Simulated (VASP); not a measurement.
**CF4: single point with LDA**

The system is CF4.

```
C F
1.0
     8.99588    0.00000    0.00000
     0.00000    8.99588    0.00000
     0.00000    0.00000    8.99588
C F
8 32
Cartesian
  3.0353 1.0532 4.5894
  3.1071 4.9732 8.1558
  7.8792 5.0427 8.1421
  0.0843 6.7577 3.8562
  6.1455 3.0313 2.3974
  4.6437 7.2064 2.1072
  1.4472 0.9191 8.4062
  6.2983 8.8911 6.6213
  3.7114 1.7557 5.4940
  3.1517 -0.3104 4.7840
  1.7782 1.3546 4.6427
  3.6424 1.2510 3.4479
  2.2229 5.8242 8.7463
  4.0144 4.5621 8.9770
  2.4618 3.9182 7.7120
  3.6065 5.6823 7.1564
  8.1538 6.1198 8.7971
  8.5414 4.0044 8.5758
  6.5829 4.7085 8.2209
  8.2177 5.1853 6.8423
  0.8858 7.4072 4.6940
  0.8405 6.0021 3.0082
  -0.6474 5.9303 4.5827
  -0.6565 7.5630 3.1685
  5.0092 3.5008 2.7167
  6.4627 2.0456 3.2445
  6.1341 2.5389 1.1387
  7.0142 4.0006 2.4238
  4.7543 6.4179 1.0740
  5.2795 6.6311 3.1282
  5.1647 8.3952 1.8465
  3.3458 7.4024 2.4616
  2.4915 1.5742 8.9011
  0.9112 0.3220 9.4750
  0.5704 1.6962 7.7541
  1.8825 -0.0120 7.5817
  6.6565 9.9073 7.3874
  5.0520 8.5976 6.8772
  6.3636 9.2857 5.3626
  7.1393 7.8679 6.9082
```

```json
{
 "Program": "VASP 6.6.1",
 "Task": "single point",
 "Functional": "LDA",
 "Potentials or basis": "VASP PAW LDA potentials, release 64 (C, F)",
 "Cutoff": "520 eV",
 "k mesh": "1 × 1 × 1",
 "Occupations": "fermi-dirac, width 0.05 eV",
 "Spin": "no spin polarisation",
 "Dipole correction": "no",
 "Further INCAR settings": "LREAL = Auto; ALGO = Normal; EDIFF = 1e-07; NBANDS = 154"
}
```

| Quantity | Value |
| --- | --- |
| Pressure | 0.5 GPa |
| Largest force | 2.818 eV/Å |
| Band gap on the k mesh | 8.56 eV |

Forces on the atoms (eV/Å):
```
C    1.582 -2.221  0.608
C   -1.552  1.333 -0.399
C   -0.587 -1.396 -1.885
C    1.439 -1.691  0.301
C    1.231 -1.622 -1.131
C   -0.783  0.579  1.311
C    0.161 -0.432  0.748
C    0.647  0.438  0.461
F   -0.221 -0.276  0.520
F   -0.093  1.341  0.645
F   -0.818  0.490 -0.397
F   -0.395  0.692 -1.262
F    0.348 -0.750  0.338
F    0.831 -0.357  0.657
F   -0.516 -0.327 -0.534
F    0.652 -0.292 -0.382
F    0.061  0.900  0.694
F    0.952 -0.635  0.938
F   -0.058  0.740  0.014
F   -0.352  0.372  0.542
F    0.014  0.315 -0.324
F   -0.426  0.687  0.470
F   -0.503 -0.111 -0.192
F   -0.620  0.846 -0.514
F   -2.657  0.810  0.477
F    0.277  0.171 -0.166
F   -0.190 -0.070  0.456
F    1.342  0.781  0.303
F   -0.094  0.069 -0.527
F   -0.006  0.222  0.056
F    0.228  0.025 -0.064
F    0.874 -0.468 -0.553
F    0.010  0.769 -0.600
F   -0.868  0.071 -0.359
F    0.661 -0.299  0.768
F    0.084 -0.254 -0.557
F    0.280  0.432  0.405
F   -0.666 -0.858  0.374
F    0.541 -0.460 -0.530
F   -0.810  0.433 -0.707
```

Stress tensor (GPa, compression positive):
```
0.90 0.74 0.05
0.74 0.05 0.23
0.05 0.23 0.50
```

Levels at points of the mesh, in eV from the valence-band top:
| k point | band 124 | band 125 | band 126 | band 127 | band 128 | band 129 | band 130 | band 131 | band 132 | band 133 |
| --- | --- | --- | --- | --- | --- | --- | --- | --- | --- | --- |
| (0.00, 0.00, 0.00) | -0.17 | -0.14 | -0.10 | -0.03 | 0.00 | 8.56 | 10.40 | 10.44 | 10.56 | 10.59 |

It took 3.4 min on 1 thread of AMD EPYC 7R43 64-Core Processor (Zen 3), with other jobs on the host, peak memory 0.44 GiB.

Caveat: the k points lie up to 0.70 Å⁻¹ apart.
